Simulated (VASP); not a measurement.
Runs of VASP 6.6.1 on TaV. The structure is that of space group Cmmm (No. 65), or close to it. The cells are those of the table. 

```tsv
task	spin	cell	cutoff (eV)	gap on the mesh (eV)	pressure (GPa)	moment (μB)
single point	collinear, ferromagnetic start	a = 2.750, b = 2.750, c = 4.242 Å, angles 90.0, 90.0, 110.7°, 2 atoms	520	none	0.9	0.00
relaxation of cell and atoms	collinear, ferromagnetic start	relaxed from a = 2.812, b = 2.812, c = 4.341 Å, angles 90.0, 90.0, 110.3°, 2 atoms	600	none	0.0	0.00
single point	collinear, ferromagnetic start	a = 2.812, b = 2.812, c = 4.341 Å, angles 90.0, 90.0, 110.3°, 2 atoms	520	none	-12.0	0.00
single point	non-collinear, typed start, SOC	a = 2.812, b = 2.812, c = 4.341 Å, angles 90.0, 90.0, 110.3°, 2 atoms	520	-	(a)	0.00
relaxation of cell and atoms	collinear, ferromagnetic start	relaxed to 5 GPa from a = 2.812, b = 2.812, c = 4.341 Å, angles 90.0, 90.0, 110.3°, 2 atoms	600	none	5.0	0.00
```

Alike in all rows: level LDA; potentials or basis VASP PAW LDA potentials, release 64 (Ta_pv, V_sv); k mesh 7 × 7 × 5; smearing fermi-dirac 0.05 eV.

**Question.** Estimate the missing entries.

**Answer.** (a) -12.3.

Caveats: spin-orbit coupling is left out, which moves the levels of the heavy elements (at least some runs); the cell stands under tension (at least some runs); the cell is relaxed towards a set pressure, so the run minimises the enthalpy, not the energy (at least some runs).

A k mesh can miss the band edges, and rows without SOC leave out spin-orbit coupling on Ta.

A gap of «none» marks levels without a gap at the run's occupations.
